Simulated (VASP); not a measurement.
CdS: single point with r2SCAN

Crystal: CdS.

```xyz
4
Lattice="4.3415 0.0000 0.0000 -2.1708 3.7599 0.0000 0.0000 0.0000 7.0865" Properties=species:S:1:pos:R:3 pbc="T T T"
Cd    0.0000    2.5066    0.0000
Cd    2.1708    1.2533    3.5432
S     0.0000    2.5066    2.7283
S     2.1708    1.2533    6.2715
```

This cell differs from its parent crystal: strain +0.050 along x and y, +0.050 along z.

* Program: VASP 6.6.1
* Task: single point
* Functional: r2SCAN
* Potentials or basis: VASP PAW PBE potentials, release 64 (Cd, S)
* Cutoff: 520 eV
* k mesh: 12 × 12 × 4
* Occupations: gaussian, width 0.05 eV
* Spin: no spin polarisation
* Dipole correction: no
* Further INCAR settings: ALGO = Normal; EDIFF = 1e-06; NBANDS = 26

```json
{"Pressure": "-5.6 GPa", "Largest force": "0.139 eV/Å", "Band gap on the k mesh": "1.31 eV"}
```

Forces in eV/Å, atoms in the order of the input:
```
Cd   0.000  0.000  0.139
Cd   0.000  0.000  0.139
S    0.000  0.000 -0.139
S    0.000  0.000 -0.139
```

Stress tensor (GPa, compression positive):
```
-5.36  0.00  0.00
 0.00 -5.36  0.00
 0.00  0.00 -6.12
```

Levels at points of the mesh, in eV from the valence-band top:
| k point | band 15 | band 16 | band 17 | band 18 | band 19 | band 20 | band 21 | band 22 |
| --- | --- | --- | --- | --- | --- | --- | --- | --- |
| (0.00, 0.00, 0.00) | -0.54 | -0.01 | -0.01 | 0.00 | 1.31 | 2.93 | 6.97 | 6.97 |
| (0.50, 0.00, 0.00) | -2.00 | -1.45 | -0.91 | -0.64 | 3.80 | 4.14 | 5.46 | 6.35 |
| (0.00, 0.00, 0.50) | -0.28 | -0.28 | -0.28 | -0.28 | 2.88 | 2.88 | 6.39 | 6.39 |
| (0.50, 0.00, 0.50) | -1.06 | -1.06 | -0.98 | -0.98 | 3.75 | 3.75 | 5.60 | 5.60 |

Run time: 9.1 min on 1 thread of Intel(R) Xeon(R) Platinum 8375C CPU @ 2.90GHz (Ice Lake) (shared host), peak memory 0.32 GiB.

Caveat: the cell differs from its parent crystal (strain +0.050 along x and y, +0.050 along z); the cell stands under tension; the PAW data sets were made with another functional, which shifts forces and pressure a little. A k mesh can miss the band edges.
